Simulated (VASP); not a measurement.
# TiC (I4/mmm) in VASP: a series of runs

The runs below take TiC through single point, with PBE.

Everything below comes from runs of VASP 6.6.1. Logs are shortened: lines on timing, memory, paths and dates and some standing lists are left out, and cuts for length are marked.

## Step 1: The cell of the first run

It takes space group I4/mmm (No. 139, tetragonal). The conventional cell has a = 3.063 Å, b = 3.063 Å, c = 4.375 Å, α = 90.00°, β = 90.00°, γ = 90.00°. Within 2.9 Å of Ti (site symmetry 4/mmm) lie 6 C at 2.17 to 2.19 Å. Within 2.9 Å of C (site symmetry 4/mmm) lie 6 Ti at 2.17 to 2.19 Å.

## Step 2: Single point, PBE

INCAR

```
SYSTEM = TiC
PREC = Accurate
ENCUT = 520
EDIFF = 1E-6
ISMEAR = -1
SIGMA = 0.05
LREAL = .False.
LASPH = .True.
NELM = 100
ALGO = Normal
ISIF = 2
LWAVE = .False.
LCHARG = .True.
GGA = PE
LELF = .True.
LVHAR = .True.
NBANDS = 15
```

KPOINTS

```
regular mesh
0
Gamma
  9 9 9
  0 0 0
```

POSCAR

```
TiC
1.0
    0.0000000000      2.1657188437      2.1873760321
    2.1657188437      0.0000000000      2.1873760321
    2.1657188437      2.1657188437      0.0000000000
Ti C
1 1
Direct
    0.0000000000      0.0000000000      0.0000000000
    0.5000000000      0.5000000000      0.5000000000
```

Potentials or basis: VASP PAW PBE potentials, release 64 (Ti_sv, C).

The run is started by

```sh
$ cat potpaw_PBE.64/Ti_sv/POTCAR potpaw_PBE.64/C/POTCAR > POTCAR
$ mpirun -np 1 vasp_std > vasp.out
```

OUTCAR:

```text
SYSTEM = TiC
   PREC = Accurate
   ENCUT = 520
   EDIFF = 1E-6
   ISMEAR = -1
   LREAL = .False.
   LASPH = .True.
   NELM = 100
   ISIF = 2
   GGA = PE

 ion  position               nearest neighbor table
   1  0.000  0.000  0.000-   2 2.17   2 2.17   2 2.17   2 2.17   2 2.19   2 2.19
   2  0.500  0.500  0.500-   1 2.17   1 2.17   1 2.17   1 2.17   1 2.19   1 2.19

  LATTYP: Found a body centered tetragonal cell.
 ALAT       =     3.0627889610
 C/A-ratio  =     1.4283556980

  Lattice vectors:

 A1 = (  -2.1657188437,   0.0000000000,   2.1873760321)
 A2 = (   2.1657188437,   0.0000000000,   2.1873760321)
 A3 = (   0.0000000000,   2.1657188437,  -2.1873760321)

Analysis of symmetry for initial positions (statically):
=====================================================================
 Subroutine PRICEL returns:
 Original cell was already a primitive cell.

 Routine SETGRP: Setting up the symmetry group for a
 body centered tetragonal supercell.

 Subroutine GETGRP returns: Found 16 space group operations
 (whereof 16 operations were pure point group operations)
 out of a pool of 16 trial point group operations.

The static configuration has the point symmetry D_4h.

Analysis of symmetry for dynamics (positions and initial velocities):
=====================================================================
 Subroutine PRICEL returns:
 Original cell was already a primitive cell.

 Routine SETGRP: Setting up the symmetry group for a
 body centered tetragonal supercell.

 Subroutine GETGRP returns: Found 16 space group operations
 (whereof 16 operations were pure point group operations)
 out of a pool of 16 trial point group operations.

The dynamic configuration has the point symmetry D_4h.

 Subroutine INISYM returns: Found 16 space group operations
 (whereof 16 operations are pure point group operations),
 and found     1 'primitive' translations

----------------------------------------------------------------------------------------

                                     Primitive cell

  volume of cell :      20.5191

  direct lattice vectors                    reciprocal lattice vectors
     0.000000000  2.165718844  2.187376032    -0.230870227  0.230870227  0.228584383
     2.165718844  0.000000000  2.187376032     0.230870227 -0.230870227  0.228584383
     2.165718844  2.165718844  0.000000000     0.230870227  0.230870227 -0.228584383

  length of vectors
     3.078141000  3.078141000  3.062788961     0.398563600  0.398563600  0.398563600

  position of ions in fractional coordinates (direct lattice)
[... 8 lines left out ...]
----------------------------------------------------------------------------------------

 KPOINTS: regular mesh

Automatic generation of k-mesh.
 Grid dimensions read from file:
 generate k-points for:    9    9    9

 Generating k-lattice:

  Cartesian coordinates                     Fractional coordinates (reciprocal lattice)
    -0.025652247  0.025652247  0.025398265     0.111111111 -0.000000000  0.000000000
     0.025652247 -0.025652247  0.025398265    -0.000000000  0.111111111  0.000000000
     0.025652247  0.025652247 -0.025398265     0.000000000  0.000000000  0.111111111

  Length of vectors
     0.044284844  0.044284844  0.044284844

  Shift w.r.t. Gamma in fractional coordinates (k-lattice)
     0.000000000  0.000000000  0.000000000

 Subroutine IBZKPT returns following result:
 ===========================================

 Found     75 irreducible k-points:

 Following reciprocal coordinates:
            Coordinates               Weight
  0.000000  0.000000  0.000000      1.000000
  0.111111  0.000000  0.000000      8.000000
  0.222222  0.000000  0.000000      8.000000
  0.333333  0.000000  0.000000      8.000000
  0.444444  0.000000  0.000000      8.000000
  0.111111  0.111111  0.000000      2.000000
[... 16 lines left out ...]
 -0.333333  0.333333  0.000000      4.000000
  0.444444  0.444444  0.000000      2.000000
 [... further k-points ...]
   k-points           NKPTS =     75   k-points in BZ     NKDIM =     75   number of bands    NBANDS=     15
   number of dos      NEDOS =    301   number of ions     NIONS =      2
   total plane-waves  NPLWV =  13824
   dimension x,y,z NGX =    24 NGY =   24 NGZ =   24
   dimension x,y,z NGXF=    48 NGYF=   48 NGZF=   48
   ions per type =               1   1
   NGX,Y,Z   is equivalent  to a cutoff of  12.96, 12.96, 13.03 a.u.
   NGXF,Y,Z  is equivalent  to a cutoff of  25.92, 25.92, 26.05 a.u.
 SYSTEM =  TiC
   PREC   = accura    normal or accurate (medium, high low for compatibility)
   ISTART =      0    job   : 0-new  1-cont  2-samecut
   ICHARG =      2    charge: 1-file 2-atom 10-const
   ISPIN  =      1    spin polarized calculation?
   LNONCOLLINEAR =      F non collinear calculations
   LSORBIT =      F    spin-orbit coupling
   LASPH  =      T    aspherical Exc in radial PAW
   ENCUT  =  520.0 eV  38.22 Ry    6.18 a.u.   5.72  5.72  5.69*2*pi/ulx,y,z
   NELM   =    100;   NELMIN=  2; NELMDL= -5     # of ELM steps
   EDIFF  = 0.1E-05   stopping-criterion for ELM
   LREAL  =      F    real-space projection
   EDIFFG = 0.1E-04   stopping-criterion for IOM
   NSW    =      0    number of steps for IOM
   IBRION =     -1    ionic relax: 0-MD 1-quasi-New 2-CG
   NFREE  =      0    steps in history (QN), initial steepest desc. (CG)
   ISIF   =      2    stress and relaxation
   ISYM   =      2    0-nonsym 1-usesym 2-fastsym
   POTIM  = 0.5000    time-step for ionic-motion
   TEBEG  =    0.0;   TEEND  =   0.0 temperature during run
   PSTRESS=    0.0 pullay stress
   NELECT =      16.0000    total number of electrons
   NUPDOWN=      -1.0000    fix difference up-down
   EMIN   =  10.00;   EMAX   =-10.00  energy-range for DOS
   EFERMI =   0.00;   METHOD = LEGACY
   ISMEAR =    -1;   SIGMA  =   0.05  broadening in eV -4-tet -1-fermi 0-gaus
   EFERMI_NEDOS =   21; number of points for ismear=-14 and -15
   IALGO  =     38    algorithm
   IMIX   =      4    mixing-type and parameters
     AMIX     =   0.40;   BMIX     =  1.00
     AMIX_MAG =   1.60;   BMIX_MAG =  1.00
  volume/ion in A,a.u.               =      10.26        69.23
  Fermi-wavevector in a.u.,A,eV,Ry     =   1.506823  2.847483 30.892247  2.270516
  Thomas-Fermi vector in A             =   2.617490
   LORBIT       =      0    0 simple, 1 ext, 2 COOP (PROOUT), +10 PAW based schemes
   GGA     = PE    functional components
   LHFCALC =     F    Hartree Fock is set to
   AEXX    =    0.0000 exact exchange contribution
   IVDW    =     0    specifies the selected vdW correction
   LEPSILON=     F    determine dielectric tensor
   LRPA    =     F    only Hartree local field effects (RPA)
 non-spin polarized calculation
  energy-cutoff  :      520.00
  volume of cell :       20.52
 maximum number of plane-waves:       568
   NGX = 11   NGY = 11   NGZ = 11

 number of electron      15.9999998 magnetization

 Free energy of the ion-electron system (eV)
  ---------------------------------------------------
  ext. energy  EPLUGINS =         0.00000000
  ---------------------------------------------------
  free energy    TOTEN  =       -18.70659879 eV

  energy without entropy =      -18.70416166  energy(sigma->0) =      -18.70538023

 E-fermi :   9.2820     XC(G=0): -12.6459

 val. band max:        9.2537505361   @ k =   0.4444   0.4444   0.0000
 cond. band min:       9.3401911000   @ k =   0.1111   0.0000   0.1111
 fundamental gap:      0.0864405639
 Fermi energy:         9.2820452764

 k-point     1 :       0.0000    0.0000    0.0000
  band No.  band energies     occupation
      1     -47.3233      2.00000
      2     -23.3626      2.00000
      3     -23.3473      2.00000
      4     -23.3473      2.00000
      5      -3.0525      2.00000
      6       9.9372      0.00000
      7      10.0090      0.00000
      8      10.0090      0.00000
      9      10.9395      0.00000
     10      10.9470      0.00000
     11      10.9754      0.00000
     12      10.9754      0.00000
     13      11.0232      0.00000
     14      19.6367      0.00000
     15      23.2893      0.00000

 k-point     2 :       0.1111    0.0000    0.0000
  band No.  band energies     occupation
      1     -47.3152      2.00000
      2     -23.4111      2.00000
      3     -23.3625      2.00000
      4     -23.3524      2.00000
      5      -2.7795      2.00000
      6       8.8866      1.99927
      7       9.1718      1.80154
      8       9.2174      1.56953
      9      10.3376      0.00000
     10      10.3630      0.00000
     11      11.4516      0.00000
     12      12.7470      0.00000
     13      12.8202      0.00000
     14      20.0954      0.00000
     15      23.3336      0.00000

 k-point     3 :       0.2222    0.0000    0.0000
  band No.  band energies     occupation
      1     -47.2947      2.00000
      2     -23.5542      2.00000
      3     -23.3782      2.00000
      4     -23.3651      2.00000
      5      -2.0130      2.00000
      6       7.0600      2.00000
      7       7.8777      2.00000
      8       7.9086      2.00000
      9      10.8640      0.00000
     10      10.8739      0.00000
     11      11.9562      0.00000
     12      14.5834      0.00000
     13      14.6801      0.00000
     14      20.4624      0.00000
     15      23.3785      0.00000
[... 343 lines left out ...]
 k-point    23 :      -0.3333    0.3333    0.0000
  band No.  band energies     occupation
      1     -47.2372      2.00000
      2     -23.6638      2.00000
      3     -23.6571      2.00000
      4     -23.4389      2.00000
      5      -0.0393      2.00000
      6       5.1434      2.00000
      7       6.0245      2.00000
      8       7.1037      2.00000
      9      11.5415      0.00000
     10      12.1220      0.00000
     11      13.2218      0.00000
     12      14.4278      0.00000
     13      15.8643      0.00000
     14      21.4014      0.00000
     15      22.7694      0.00000

 k-point    24 :       0.4444    0.4444    0.0000
  band No.  band energies     occupation
      1     -47.2354      2.00000
      2     -23.7675      2.00000
      3     -23.4996      2.00000
      4     -23.4996      2.00000
      5      -0.8063      2.00000
      6       5.7019      2.00000
      7       7.7747      2.00000
      8       9.2538      1.27563
      9       9.2538      1.27563
     10      11.9321      0.00000
     11      12.8209      0.00000
     12      12.8209      0.00000
     13      15.0855      0.00000
     14      21.0415      0.00000
     15      24.0968      0.00000

 [... further k-points ...]
[... 5 lines left out ...]
  --------------------------------------------------------------------------------------
  -------------------------------------------------------------------------------------
  Total       -0.0963877     -0.0963877     -0.5663543      0.0000000      0.0000000      0.0000000
  in kB       -7.5261782     -7.5261782    -44.2222879      0.0000000      0.0000000      0.0000000
  external PRESSURE =     -19.7582147 kB  Pullay stress =       0.0000000 kB

 VOLUME and BASIS-vectors are now :
 -----------------------------------------------------------------------------
  energy-cutoff  :      520.00
  volume of cell :       20.52
      direct lattice vectors                 reciprocal lattice vectors
     0.000000000  2.165718844  2.187376032    -0.230870227  0.230870227  0.228584383
     2.165718844  0.000000000  2.187376032     0.230870227 -0.230870227  0.228584383
     2.165718844  2.165718844  0.000000000     0.230870227  0.230870227 -0.228584383

 POSITION                                       TOTAL-FORCE (eV/Angst)
 -----------------------------------------------------------------------------------
      0.00000      0.00000      0.00000         0.000000      0.000000     -0.000000
      2.16572      2.16572      2.18738        -0.000000     -0.000000      0.000000
 -----------------------------------------------------------------------------------
    total drift:                                0.000000     -0.000000     -0.000000

  FREE ENERGIE OF THE ION-ELECTRON SYSTEM (eV)
  ---------------------------------------------------
  free  energy   TOTEN  =       -18.7065987866 eV

  energy  without entropy=      -18.7041616642  energy(sigma->0) =      -18.70538023
```

Wall time 25 s (1 thread of AMD EPYC 7R43 (Zen 3), shared host); peak memory 0.12 GiB.

Results:

| Property | Result |
| --- | --- |
| Free energy | -18.7066 eV |
| Pressure | -2.0 GPa |
| Band gap on the k mesh | zero (band 8 reaches 10.01 eV, above the bottom of band 9 at 8.92 eV) |

Stress tensor (GPa, compression positive):
```
-0.75  0.00  0.00
 0.00 -0.75  0.00
 0.00  0.00 -4.42
```

## Step 3: Single point, PBE

This run uses another cell than the first one, of 10.36 Å³/atom, 1.010 times its volume.

INCAR

```
SYSTEM = TiC
PREC = Accurate
ENCUT = 520
EDIFF = 1E-6
ISMEAR = -1
SIGMA = 0.05
LREAL = .FALSE.
LASPH = .TRUE.
NELM = 100
ALGO = Normal
ISIF = 2
LWAVE = .FALSE.
LCHARG = .FALSE.
GGA = PE
NBANDS = 15
```

KPOINTS

```
regular mesh
0
G
  9 9 9
  0 0 0
```

POSCAR

```
TiC
1.0
    0.0000000000      2.1657188437      2.2090332206
    2.1657188437      0.0000000000      2.2090332206
    2.1657188437      2.1657188437      0.0000000000
Ti C
1 1
Direct
    0.0000000000      0.0000000000      0.0000000000
    0.5000000000      0.5000000000      0.5000000000
```

Potentials or basis: VASP PAW PBE potentials, release 64 (Ti_sv, C).

The run is started by

```sh
$ cat potpaw_PBE.64/Ti_sv/POTCAR potpaw_PBE.64/C/POTCAR > POTCAR
$ mpirun -np 1 vasp_std > vasp.out
```

Wall time 24 s (1 thread of AMD EPYC 7R43 (Zen 3), shared host); peak memory 0.12 GiB.

The run converged. Its results:

* Free energy: -18.6984 eV
* Pressure: -4.2 GPa
* Band gap on the k mesh: zero (band 8 reaches 9.92 eV, above the bottom of band 9 at 8.78 eV)

Stress tensor (GPa, compression positive):
```
-1.93  0.00  0.00
 0.00 -1.93  0.00
 0.00  0.00 -8.78
```

Levels at points of the mesh, in eV from the Fermi level:
| k point | band 4 | band 5 | band 6 | band 7 | band 8 | band 9 | band 10 | band 11 | band 12 | band 13 |
| --- | --- | --- | --- | --- | --- | --- | --- | --- | --- | --- |
| (0.00, 0.00, 0.00) | -32.66 | -12.29 | 0.60 | 0.74 | 0.74 | 1.60 | 1.62 | 1.69 | 1.69 | 1.75 |

## Step 4: Single point, PBE

This run uses another cell than the first one, of 10.56 Å³/atom, 1.030 times its volume.

INCAR

```
ALGO = Normal
EDIFF = 1E-7
ENCUT = 520
GGA = PE
ISIF = 2
ISMEAR = -1
LASPH = True
LCHARG = False
LREAL = False
LWAVE = False
NBANDS = 15
NELM = 60
PREC = Accurate
SIGMA = 0.05
```

KPOINTS

```
k-points
0
Gamma
  9 9 9
```

POSCAR

```
TiC
1.0
    0.0000000000      2.1657188437      2.2523475974
    2.1657188437      0.0000000000      2.2523475974
    2.1657188437      2.1657188437      0.0000000000
Ti C
1 1
Direct
    0.0000000000      0.0000000000      0.0000000000
    0.5000000000      0.5000000000      0.5000000000
```

The run is started by

```sh
$ cat potpaw_PBE.64/Ti_sv/POTCAR potpaw_PBE.64/C/POTCAR > POTCAR
$ mpirun -np 1 vasp_std > vasp.out
```

Wall time 27 s (1 thread of AMD EPYC 7R43 (Zen 3), shared host); peak memory 0.12 GiB.

Results (log left out):

```
Free energy            : -18.6671 eV
Pressure               : -7.9 GPa
Band gap on the k mesh : zero (band 8 reaches 9.73 eV, above the bottom of band 9 at 8.50 eV)
```

Stress tensor (GPa, compression positive):
```
 -3.95   0.00   0.00
  0.00  -3.95   0.00
  0.00   0.00 -15.90
```

Levels at points of the mesh, in eV from the Fermi level:
```
           k point  band 6  band 7  band 8  band 9  band 10  band 11
(0.00, 0.00, 0.00)    0.50    0.77    0.77    1.45     1.54     1.67
```

## Step 5: Overview

```csv
cell,gap on the mesh (eV),pressure (GPa)
"a = 3.078, b = 3.078, c = 3.063 Å, angles 60.2, 60.2, 59.7°, 2 atoms",none,-2.0
"a = 3.094, b = 3.094, c = 3.063 Å, angles 60.3, 60.3, 59.3°, 2 atoms",none,-4.2
"a = 3.125, b = 3.125, c = 3.063 Å, angles 60.7, 60.7, 58.7°, 2 atoms",none,-7.9
```

Alike in all rows: task single point; level PBE; potentials or basis VASP PAW PBE potentials, release 64 (Ti_sv, C); no spin polarisation; k mesh 9 × 9 × 9; cutoff (eV) 520; smearing fermi-dirac 0.05 eV.

Total energies depend on the potentials used, so only differences within one code and one set of settings carry meaning.
